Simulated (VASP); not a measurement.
# B: relaxation of cell and atoms with PBE

B:

```
B
1.0
     3.00803    0.00000    0.00000
    -1.50401    2.60503    0.00000
     0.00000    0.00000    1.96263
B
2
Direct
  0.33333 0.66667 0.50000
  0.66667 0.33333 0.50000
```

| Property | Result |
| --- | --- |
| Program | VASP 6.6.1 |
| Task | relaxation of cell and atoms |
| Functional | PBE |
| Potentials or basis | VASP PAW PBE potentials, release 64 (B) |
| Cutoff | 600 eV |
| k mesh | 21 × 21 × 28 |
| Occupations | gaussian, width 0.1 eV |
| Spin | no spin polarisation |
| Dipole correction | no |
| Further INCAR settings | ALGO = Normal; EDIFF = 1e-07; IBRION = 2; EDIFFG = -0.01; NSW = 100; ISIF = 3 |

The relaxed volume is 7.59 Å³/atom. The relaxed cell is a = 3.012 Å, b = 3.012 Å, c = 1.933 Å, α = 90.00°, β = 90.00°, γ = 120.00°, the space group after relaxing (to 0.05 Å) is P6/mmm (No. 191) and the energy gained by relaxing is 1.3 meV/atom. The ionic steps are 6 and the pressure after relaxing is 0.0 GPa. The band gap on the k mesh is zero (band 3 reaches 8.63 eV, above the bottom of band 4 at 3.54 eV).

Step by step:
```tsv
step	energy change (eV)	largest force (eV/Å)	pressure (GPa)	volume (Å³)
1	0.0000	0.0000	-1.14	15.38
2	-0.0020	0.0000	-0.25	15.26
3	-0.0025	0.0000	0.56	15.15
4	-0.0025	0.0000	0.51	15.16
5	-0.0026	0.0000	-0.33	15.21
6	-0.0026	0.0000	0.02	15.19
```

Final structure:
```
B
1.0
     3.01213    0.00000    0.00000
    -1.50606    2.60858    0.00000
     0.00000    0.00000    1.93309
B
2
Direct
  0.33333 0.66667 0.50000
  0.66667 0.33333 0.50000
```

Levels at points of the mesh, in eV from the Fermi level:
| k point | band 1 | band 2 | band 3 | band 4 | band 5 | band 6 |
| --- | --- | --- | --- | --- | --- | --- |
| (0.00, 0.00, 0.00) | -14.66 | -1.60 | -1.60 | 5.62 | 5.62 | 5.73 |
| (0.00, 0.00, 0.50) | -7.68 | -5.59 | 3.13 | 3.13 | 4.61 | 11.23 |

Wall time 56 s on 1 thread of Intel(R) Xeon(R) 6975P-C (Granite Rapids) (shared host), peak memory 0.19 GiB.
